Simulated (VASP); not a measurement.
Write the native input for VASP 6.6.1 that does the following.

```yaml
Task: relaxation of cell and atoms
Functional: r2SCAN
Potentials_or_basis: VASP PAW PBE potentials, release 64 (Na_pv)
Cutoff: 600 eV
k_mesh: 14 × 14 × 14
Occupations: gaussian, width 0.1 eV
Spin: no spin polarisation
Dipole_correction: no
Further_INCAR_settings: ALGO = Normal; EDIFF = 1e-07; IBRION = 2; EDIFFG = -0.005; NSW = 100; ISIF = 3
```

The system is Na.

```
Na
1.0
    -2.14100    2.14100    2.14100
     2.14100   -2.14100    2.14100
     2.14100    2.14100   -2.14100
Na
1
Direct
  0.00000 0.00000 0.00000
```

The input as run:

POSCAR

```
Na
1.0
   -2.1410000000      2.1410000000      2.1410000000
    2.1410000000     -2.1410000000      2.1410000000
    2.1410000000      2.1410000000     -2.1410000000
Na
1
Direct
    0.0000000000      0.0000000000      0.0000000000
```

INCAR.step1

```
SYSTEM = Na
PREC = Accurate
ENCUT = 600
ISMEAR = 0
SIGMA = 0.1
LREAL = .FALSE.
LASPH = .TRUE.
NELM = 80
GGA = PE
ALGO = Normal
EDIFF = 1E-4
LWAVE = .TRUE.
LCHARG = .FALSE.
```

INCAR.step2

```
SYSTEM = Na
PREC = Accurate
ENCUT = 600
EDIFF = 1E-7
ISMEAR = 0
SIGMA = 0.1
LREAL = .FALSE.
LASPH = .TRUE.
NELM = 80
ALGO = Normal
ISIF = 3
LWAVE = .FALSE.
LCHARG = .FALSE.
METAGGA = R2SCAN
LMIXTAU = .TRUE.
IBRION = 2
NSW = 100
EDIFFG = -0.005
ISTART = 1
```

KPOINTS

```
Automatic mesh
0
G
  14 14 14
  0 0 0
```

Potentials or basis: VASP PAW PBE potentials, release 64 (Na_pv).

The run is started by

```console
$ cat potpaw_PBE.64/Na_pv/POTCAR > POTCAR
$ cp INCAR.step1 INCAR
$ mpirun -np 1 vasp_std > vasp.out
$ cp INCAR.step2 INCAR
$ mpirun -np 1 vasp_std > vasp.out
```

Results of the run:

- Relaxed volume: 37.81 Å³/atom
- Relaxed cell: a = 3.662 Å, b = 3.662 Å, c = 3.662 Å, α = 109.47°, β = 109.47°, γ = 109.47°
- Space group after relaxing (to 0.1 Å): Im-3m (No. 229)
- Energy gained by relaxing: 1.3 meV/atom
- Ionic steps: 5
- Pressure after relaxing: 0.0 GPa
- Band gap on the k mesh: zero (an odd number of electrons rules out a gap without spin polarisation)

Caveat: the PAW data sets were made with another functional, which shifts forces and pressure a little.

It took 15 min on 1 thread of Intel Xeon 8259CL (shared host), peak memory 0.18 GiB.
